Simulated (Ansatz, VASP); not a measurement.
**One calculation of Ge, two programs**

File INCAR:

```
  ALGO = Normal
  EDIFF = 1E-7
  ENCUT = 520
  ISIF = 2
  ISMEAR = 0
  LASPH = T
  LCHARG = F
  LREAL = F
  LWAVE = F
  NBANDS = 21
  NELM = 80
  PREC = Accurate
  SIGMA = 0.1
```

KPOINTS

```
k-points
0
Gamma
  11 11 11
```

POSCAR

```
Ge
1.0
   -2.5744897190      2.5744897190      1.3974126432
    2.5744897190     -2.5744897190      1.3974126432
    2.5744897190      2.5744897190     -1.3974126432
Ge
2
Direct
    0.5000000000      0.5000000000      0.0000000000
    0.2500000000      0.7500000000      0.5000000000
```

input.yaml

```yaml
crystal:
  lattice:
    - [-2.574489719, 2.574489719, 1.3974126432]
    - [2.574489719, -2.574489719, 1.3974126432]
    - [2.574489719, 2.574489719, -1.3974126432]
  atoms:
    - { symbol: Ge, position: [0.5, 0.5, 0.0] }
    - { symbol: Ge, position: [0.25, 0.75, 0.5] }
kpoints:
  mp_grid: { grid: [11, 11, 11] }
scf:
  occupations: { method: gaussian, width: 0.1 }
hamiltonian:
  xc: lda
  pseudopotentials: { kind: all_electron, lapw: { basis_error: 0.001 } }
output:
  forces: true
  stress: true
  eigenvalues: true
```

Alike in both runs: task single point; functional LDA; k mesh 11 × 11 × 11; occupations gaussian, width 0.1 eV; no spin polarisation.

|  | VASP | Ansatz |
| --- | --- | --- |
| version | VASP 6.6.1 | Ansatz 0.2.0 |
| potentials or method | VASP PAW LDA potentials, release 64 (Ge_d), cutoff 520 eV | all-electron LAPW, scalar-relativistic |

VASP gave:

```
gap on the k mesh at the Fermi level (eV)                     : none
pressure (GPa)                                                : -2.4
traceless stress, the component that is largest in VASP (GPa) : -0.16
```

Estimate Ansatz's values.

gap on the k mesh at the Fermi level (eV): none; pressure (GPa): -2.4; traceless stress, the component that is largest in VASP (GPa): -0.18.

LDA's correlation is that of Perdew and Zunger in VASP and of Perdew and Wang (1992) in Ansatz. A gap of «none» marks a metal or a gap that the smearing closes. Ansatz ran all-electron here, and VASP with PAW potentials.
